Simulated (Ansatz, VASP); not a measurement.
**Pb in VASP and in Ansatz**

Contents of INCAR:

```
ALGO     = Normal         # electronic algorithm
EDIFF    = 1E-6           # SCF threshold, eV
EDIFFG   = -0.002         # ionic threshold
ENCUT    = 600            # plane-wave cutoff, eV
GGA      = CA             # functional
IBRION   = 2              # ionic algorithm
ISIF     = 3              # what is computed and relaxed
ISMEAR   = -1             # smearing method
LASPH    = T              # aspherical terms in the spheres
LCHARG   = F              # write CHGCAR
LREAL    = F              # projectors in reciprocal space
LWAVE    = F              # write WAVECAR
NELM     = 60             # most SCF steps
NSW      = 100            # ionic steps
PREC     = Accurate       # precision mode
SIGMA    = 0.08           # smearing width, eV
```

The input KPOINTS:

```
k-points
0
Gamma
  20 20 20
```

The input POSCAR:

```
Pb
1.0
    0.0000000000      2.4750200000      2.4750200000
    2.4750200000      0.0000000000      2.4750200000
    2.4750200000      2.4750200000      0.0000000000
Pb
1
Direct
    0.0000000000      0.0000000000      0.0000000000
```

Input for Ansatz:

```yaml
crystal:
  lattice:
    - [0.0, 2.47502, 2.47502]
    - [2.47502, 0.0, 2.47502]
    - [2.47502, 2.47502, 0.0]
  atoms:
    - { symbol: Pb, position: [0.0, 0.0, 0.0] }
kpoints:
  mp_grid: { grid: [20, 20, 20] }
scf:
  occupations: { method: fermi_dirac, width: 0.08 }
hamiltonian:
  xc: lda
  pseudopotentials: { kind: paw }
relax:
  f_tol: 0.002
  max_steps: 80
  cell: {}
output:
  forces: true
  stress: true
```

Alike in both runs: task relaxation of cell and atoms; functional LDA; k mesh 20 × 20 × 20; occupations fermi-dirac, width 0.08 eV; no spin polarisation.

|  | VASP | Ansatz |
| --- | --- | --- |
| version | VASP 6.6.1 | Ansatz 0.2.0 |
| potentials or method | VASP PAW LDA potentials, release 64 (Pb_d) | PAW with Ansatz's default frozen-core files, scalar-relativistic |
| plane-wave cutoff (eV) | 600 | 420 |
| valence electrons in the cell | 14 | 14 |

Ansatz gave:

| Item | Value |
| --- | --- |
| relaxed volume (Å³/atom) | 29.07 |
| relaxed length of the cell vector where the two differ most in proportion (Å) | 3.452 |

Question: Which values does VASP return?

Answer: Relaxed volume (Å³/atom): 29.13; relaxed length of the cell vector where the two differ most in proportion (Å): 3.454.

LDA's correlation is that of Perdew and Zunger in VASP and of Perdew and Wang (1992) in Ansatz.

Neither program's run includes spin-orbit coupling.
